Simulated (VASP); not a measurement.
# BN (P6_3/mmc) in VASP: a series of runs

The runs below take BN through single point, with LDA.

All numbers are computed with VASP 6.6.1; they aren't measurements. Logs are shortened: lines on timing, memory, paths and dates and some standing lists are left out, and cuts for length are marked.

### Step 1. The cell of the first run

It takes space group P6_3/mmc (No. 194, hexagonal). The conventional cell has a = 2.575 Å, b = 2.575 Å, c = 6.301 Å, α = 90.00°, β = 90.00°, γ = 120.00°. B (site symmetry -6m2) has 3 N at 1.49 Å within 2.0 Å. Within 2.0 Å of N (site symmetry -6m2) lie 3 B at 1.49 Å.

### Step 2. Single point, LDA

Input file INCAR:

```
SYSTEM = BN
  PREC = Accurate
  ENCUT = 520
  EDIFF = 1E-7
  ISMEAR = 0
  SIGMA = 0.05
  LREAL = .FALSE.
  LASPH = .TRUE.
  NELM = 80
  ALGO = Normal
  ISIF = 2
  LWAVE = .FALSE.
  LCHARG = .FALSE.
  NBANDS = 16
```

Input file KPOINTS:

```
regular mesh
0
G
  12 12 4
  0 0 0
```

Input file POSCAR:

```
BN
1.0
    2.5745635121      0.0000000000      0.0000000000
   -1.2872817561      2.2296374052      0.0000000000
    0.0000000000      0.0000000000      6.3010224206
B N
2 2
Direct
    0.3333333333      0.6666666667      0.2500000000
    0.6666666667      0.3333333333      0.7500000000
    0.3333333333      0.6666666667      0.7500000000
    0.6666666667      0.3333333333      0.2500000000
```

Potentials or basis: VASP PAW LDA potentials, release 64 (B, N).

Command:

```bash
$ cat potpaw_LDA.64/B/POTCAR potpaw_LDA.64/N/POTCAR > POTCAR
$ mpirun -np 1 vasp_std > vasp.out
```

OUTCAR:

```text
SYSTEM = BN
   PREC = Accurate
   ENCUT = 520
   EDIFF = 1E-7
   ISMEAR = 0
   LREAL = .FALSE.
   LASPH = .TRUE.
   NELM = 80
   ISIF = 2

 ion  position               nearest neighbor table
   1  0.333  0.667  0.250-   4 1.49   4 1.49   4 1.49
   2  0.667  0.333  0.750-   3 1.49   3 1.49   3 1.49
   3  0.333  0.667  0.750-   2 1.49   2 1.49   2 1.49
   4  0.667  0.333  0.250-   1 1.49   1 1.49   1 1.49

  LATTYP: Found a hexagonal cell.
 ALAT       =     2.5745635121
 C/A-ratio  =     2.4474138591

  Lattice vectors:

 A1 = (   2.5745635121,   0.0000000000,   0.0000000000)
 A2 = (  -1.2872817561,   2.2296374052,   0.0000000000)
 A3 = (   0.0000000000,   0.0000000000,   6.3010224206)

Analysis of symmetry for initial positions (statically):
=====================================================================
 Subroutine PRICEL returns:
 Original cell was already a primitive cell.

 Routine SETGRP: Setting up the symmetry group for a
 hexagonal supercell.

 Subroutine GETGRP returns: Found 24 space group operations
 (whereof 12 operations were pure point group operations)
 out of a pool of 24 trial point group operations.

The static configuration has the point symmetry D_3d.
 The point group associated with its full space group is D_6h.

Analysis of symmetry for dynamics (positions and initial velocities):
=====================================================================
 Subroutine PRICEL returns:
 Original cell was already a primitive cell.

 Routine SETGRP: Setting up the symmetry group for a
 hexagonal supercell.

 Subroutine GETGRP returns: Found 24 space group operations
 (whereof 12 operations were pure point group operations)
 out of a pool of 24 trial point group operations.

The dynamic configuration has the point symmetry D_3d.
 The point group associated with its full space group is D_6h.

 Subroutine INISYM returns: Found 24 space group operations
 (whereof 12 operations are pure point group operations),
 and found     1 'primitive' translations

----------------------------------------------------------------------------------------

                                     Primitive cell

  volume of cell :      36.1700

  direct lattice vectors                    reciprocal lattice vectors
     2.574563512  0.000000000  0.000000000     0.388415355  0.224251710  0.000000000
    -1.287281756  2.229637405  0.000000000     0.000000000  0.448503419  0.000000000
     0.000000000  0.000000000  6.301022421     0.000000000  0.000000000  0.158704403

  length of vectors
     2.574563512  2.574563512  6.301022421     0.448503419  0.448503419  0.158704403

  position of ions in fractional coordinates (direct lattice)
     0.333333333  0.666666667  0.250000000
     0.666666667  0.333333333  0.750000000
     0.333333333  0.666666667  0.750000000
     0.666666667  0.333333333  0.250000000

  ion indices of the primitive-cell ions
   primitive index   ion index
                 1           1
                 2           2
                 3           3
                 4           4

----------------------------------------------------------------------------------------

 KPOINTS: regular mesh

Automatic generation of k-mesh.
 Grid dimensions read from file:
 generate k-points for:   12   12    4

 Generating k-lattice:

  Cartesian coordinates                     Fractional coordinates (reciprocal lattice)
     0.032367946  0.018687642  0.000000000     0.083333333  0.000000000  0.000000000
     0.000000000  0.037375285  0.000000000     0.000000000  0.083333333  0.000000000
     0.000000000  0.000000000  0.039676101     0.000000000  0.000000000  0.250000000

  Length of vectors
     0.037375285  0.037375285  0.039676101

  Shift w.r.t. Gamma in fractional coordinates (k-lattice)
     0.000000000  0.000000000  0.000000000

 Subroutine IBZKPT returns following result:
 ===========================================

 Found     57 irreducible k-points:

 Following reciprocal coordinates:
            Coordinates               Weight
  0.000000  0.000000  0.000000      1.000000
  0.083333  0.000000  0.000000      6.000000
  0.166667 -0.000000  0.000000      6.000000
  0.250000 -0.000000  0.000000      6.000000
  0.333333  0.000000  0.000000      6.000000
  0.416667  0.000000  0.000000      6.000000
[... 16 lines left out ...]
  0.250000 -0.000000  0.250000     12.000000
  0.333333  0.000000  0.250000     12.000000
 [... further k-points ...]
   k-points           NKPTS =     57   k-points in BZ     NKDIM =     57   number of bands    NBANDS=     16
   number of dos      NEDOS =    301   number of ions     NIONS =      4
   total plane-waves  NPLWV =  19200
   dimension x,y,z NGX =    20 NGY =   20 NGZ =   48
   dimension x,y,z NGXF=    40 NGYF=   40 NGZF=   96
   ions per type =               2   2
   NGX,Y,Z   is equivalent  to a cutoff of  12.91, 12.91, 12.66 a.u.
   NGXF,Y,Z  is equivalent  to a cutoff of  25.83, 25.83, 25.33 a.u.
 SYSTEM =  BN
   PREC   = accura    normal or accurate (medium, high low for compatibility)
   ISTART =      0    job   : 0-new  1-cont  2-samecut
   ICHARG =      2    charge: 1-file 2-atom 10-const
   ISPIN  =      1    spin polarized calculation?
   LNONCOLLINEAR =      F non collinear calculations
   LSORBIT =      F    spin-orbit coupling
   LASPH  =      T    aspherical Exc in radial PAW
   ENCUT  =  520.0 eV  38.22 Ry    6.18 a.u.   4.79  4.79 11.72*2*pi/ulx,y,z
   NELM   =     80;   NELMIN=  2; NELMDL= -5     # of ELM steps
   EDIFF  = 0.1E-06   stopping-criterion for ELM
   LREAL  =      F    real-space projection
   EDIFFG = 0.1E-05   stopping-criterion for IOM
   NSW    =      0    number of steps for IOM
   IBRION =     -1    ionic relax: 0-MD 1-quasi-New 2-CG
   NFREE  =      0    steps in history (QN), initial steepest desc. (CG)
   ISIF   =      2    stress and relaxation
   ISYM   =      2    0-nonsym 1-usesym 2-fastsym
   POTIM  = 0.5000    time-step for ionic-motion
   TEBEG  =    0.0;   TEEND  =   0.0 temperature during run
   PSTRESS=    0.0 pullay stress
   NELECT =      16.0000    total number of electrons
   NUPDOWN=      -1.0000    fix difference up-down
   EMIN   =  10.00;   EMAX   =-10.00  energy-range for DOS
   EFERMI =   0.00;   METHOD = LEGACY
   ISMEAR =     0;   SIGMA  =   0.05  broadening in eV -4-tet -1-fermi 0-gaus
   EFERMI_NEDOS =   21; number of points for ismear=-14 and -15
   IALGO  =     38    algorithm
   IMIX   =      4    mixing-type and parameters
     AMIX     =   0.40;   BMIX     =  1.00
     AMIX_MAG =   1.60;   BMIX_MAG =  1.00
  volume/ion in A,a.u.               =       9.04        61.02
  Fermi-wavevector in a.u.,A,eV,Ry     =   1.247379  2.357205 21.170055  1.555955
  Thomas-Fermi vector in A             =   2.381514
   LORBIT       =      0    0 simple, 1 ext, 2 COOP (PROOUT), +10 PAW based schemes
   GGA     = CA    functional components
   LHFCALC =     F    Hartree Fock is set to
   AEXX    =    0.0000 exact exchange contribution
   IVDW    =     0    specifies the selected vdW correction
   LEPSILON=     F    determine dielectric tensor
   LRPA    =     F    only Hartree local field effects (RPA)
 non-spin polarized calculation
 Gauss-broadening in eV      SIGMA  =   0.05
  energy-cutoff  :      520.00
  volume of cell :       36.17
 maximum number of plane-waves:       995
 NGX is ok and might be reduce to    20

 number of electron      16.0000002 magnetization

 Free energy of the ion-electron system (eV)
  ---------------------------------------------------
  ext. energy  EPLUGINS =         0.00000000
  ---------------------------------------------------
  free energy    TOTEN  =       -38.32395401 eV

  energy without entropy =      -38.32395401  energy(sigma->0) =      -38.32395401

 E-fermi :   2.5048     XC(G=0): -10.6636

 val. band max:        2.2959596363   @ k =   0.3333   0.2500   0.0000
 cond. band min:       6.1199547799   @ k =   0.5000  -0.0000   0.0000
 fundamental gap:      3.8239951436
 Fermi energy:         2.5047604231

 k-point     1 :       0.0000    0.0000    0.0000
  band No.  band energies     occupation
      1     -14.9561      2.00000
      2     -14.4840      2.00000
      3      -3.9610      2.00000
      4      -1.0854      2.00000
      5       0.7911      2.00000
      6       0.7911      2.00000
[... 8 lines left out ...]
     15      13.3490      0.00000
     16      14.1389      0.00000

 k-point     2 :       0.0833    0.0000    0.0000
  band No.  band energies     occupation
      1     -14.8268      2.00000
      2     -14.3617      2.00000
      3      -3.7843      2.00000
      4      -0.9334      2.00000
      5       0.2589      2.00000
      6       0.3299      2.00000
[... 8 lines left out ...]
     15      13.6847      0.00000
     16      13.8892      0.00000

 k-point     3 :       0.1667   -0.0000    0.0000
  band No.  band energies     occupation
      1     -14.4463      2.00000
      2     -14.0024      2.00000
      3      -3.2603      2.00000
      4      -1.0873      2.00000
      5      -0.9998      2.00000
      6      -0.4886      2.00000
[... 8 lines left out ...]
     15      14.9883      0.00000
     16      15.1510      0.00000

 k-point     4 :       0.2500   -0.0000    0.0000
  band No.  band energies     occupation
      1     -13.8400      2.00000
      2     -13.4343      2.00000
      3      -2.7909      2.00000
      4      -2.6696      2.00000
      5      -2.4118      2.00000
      6      -0.7208      2.00000
[... 8 lines left out ...]
     15      17.0448      0.00000
     16      17.2167      0.00000
[... 324 lines left out ...]
 k-point    22 :       0.1667   -0.0000    0.2500
  band No.  band energies     occupation
      1     -14.3862      2.00000
      2     -14.0729      2.00000
      3      -2.9357      2.00000
      4      -1.1659      2.00000
      5      -1.0613      2.00000
      6      -0.8501      2.00000
[... 8 lines left out ...]
     15      14.9897      0.00000
     16      15.1218      0.00000

 k-point    23 :       0.2500   -0.0000    0.2500
  band No.  band energies     occupation
      1     -13.7847      2.00000
      2     -13.4982      2.00000
      3      -2.8056      2.00000
      4      -2.7001      2.00000
      5      -2.0574      2.00000
      6      -0.7054      2.00000
[... 8 lines left out ...]
     15      17.0669      0.00000
     16      17.1882      0.00000

 k-point    24 :       0.3333    0.0000    0.2500
  band No.  band energies     occupation
      1     -13.0238      2.00000
      2     -12.7816      2.00000
      3      -4.4649      2.00000
      4      -4.3572      2.00000
      5      -1.2903      2.00000
      6      -1.2092      2.00000
[... 8 lines left out ...]
     15      18.2180      0.00000
     16      19.3547      0.00000

 [... further k-points ...]
[... 5 lines left out ...]
  --------------------------------------------------------------------------------------
  -------------------------------------------------------------------------------------
  Total       -7.5353914     -7.5353914      0.1169278      0.0000000     -0.0000000      0.0000000
  in kB     -333.7855434   -333.7855434      5.1794008      0.0000000     -0.0000000      0.0000000
  external PRESSURE =    -220.7972287 kB  Pullay stress =       0.0000000 kB

 VOLUME and BASIS-vectors are now :
 -----------------------------------------------------------------------------
  energy-cutoff  :      520.00
  volume of cell :       36.17
      direct lattice vectors                 reciprocal lattice vectors
     2.574563512  0.000000000  0.000000000     0.388415355  0.224251710  0.000000000
    -1.287281756  2.229637405  0.000000000     0.000000000  0.448503419  0.000000000
     0.000000000  0.000000000  6.301022421     0.000000000  0.000000000  0.158704403

 POSITION                                       TOTAL-FORCE (eV/Angst)
 -----------------------------------------------------------------------------------
     -0.00000      1.48642      1.57526         0.000000     -0.000000      0.000000
      1.28728      0.74321      4.72577        -0.000000      0.000000      0.000000
     -0.00000      1.48642      4.72577        -0.000000      0.000000      0.000000
      1.28728      0.74321      1.57526        -0.000000     -0.000000      0.000000
 -----------------------------------------------------------------------------------
    total drift:                               -0.000000      0.000000      0.000000

  FREE ENERGIE OF THE ION-ELECTRON SYSTEM (eV)
  ---------------------------------------------------
  free  energy   TOTEN  =       -38.3239540083 eV

  energy  without entropy=      -38.3239540083  energy(sigma->0) =      -38.32395401
```

Wall time 30 s (1 thread of Intel Xeon Platinum 8259CL at 2.50GHz (Skylake/Cascade Lake), shared host); peak memory 0.14 GiB.

What came out:

* Free energy: -38.3240 eV
* Pressure: -22.1 GPa
* Band gap on the k mesh: 3.82 eV, indirect (least direct gap 4.12 eV)

Stress tensor (GPa, compression positive):
```
-33.38   0.00   0.00
  0.00 -33.38   0.00
  0.00   0.00   0.52
```

 A k mesh can miss the band edges.

### Step 3. Single point, LDA

This run uses another cell than the first one, of the same volume but with other edges.

Input file INCAR:

```
  ALGO = Normal
  EDIFF = 1E-6
  ENCUT = 520
  GGA = CA
  ISIF = 2
  ISMEAR = 0
  LASPH = T
  LCHARG = F
  LREAL = F
  LWAVE = F
  NBANDS = 16
  NELM = 60
  PREC = Accurate
  SIGMA = 0.05
```

Input file KPOINTS:

```
k-points
0
Gamma
  12 12 4
```

Input file POSCAR:

```
BN
1.0
    2.4256901463      0.0000000000      0.0000000000
   -1.2128450732      2.1007092884      0.0000000000
    0.0000000000      0.0000000000      7.0981896195
B N
2 2
Direct
    0.3333333333      0.6666666667      0.2500000000
    0.6666666667      0.3333333333      0.7500000000
    0.3333333333      0.6666666667      0.7500000000
    0.6666666667      0.3333333333      0.2500000000
```

Potentials or basis: VASP PAW LDA potentials, release 64 (B, N).

Command:

```bash
$ cat potpaw_LDA.64/B/POTCAR potpaw_LDA.64/N/POTCAR > POTCAR
$ mpirun -np 1 vasp_std > vasp.out
```

Wall time 28 s (1 thread of Intel Xeon Platinum 8259CL at 2.50GHz (Skylake/Cascade Lake), shared host); peak memory 0.14 GiB.

It converged, with:

| Quantity | Value |
| --- | --- |
| Free energy | -38.3835 eV |
| Pressure | 19.9 GPa |
| Band gap on the k mesh | 4.33 eV, indirect (least direct gap 4.75 eV) |

Stress tensor (GPa, compression positive):
```
30.59  0.00  0.00
 0.00 30.59  0.00
 0.00  0.00 -1.56
```

Levels at points of the mesh, in eV from the valence-band top:
```tsv
k point	band 4	band 5	band 6	band 7	band 8	band 9	band 10	band 11	band 12	band 13
(0.00, 0.00, 0.00)	-5.02	-1.23	-1.23	-1.21	-1.21	4.45	9.27	12.26	12.26	12.32
(0.50, 0.00, 0.00)	-9.21	-4.30	-4.27	-1.38	-0.69	4.33	5.44	10.23	11.03	12.34
(0.00, 0.00, 0.50)	-5.87	-1.22	-1.22	-1.22	-1.22	6.54	6.54	12.29	12.29	12.29
(0.50, 0.00, 0.50)	-9.23	-4.29	-4.29	-1.03	-1.03	4.75	4.75	10.82	10.82	13.31
```
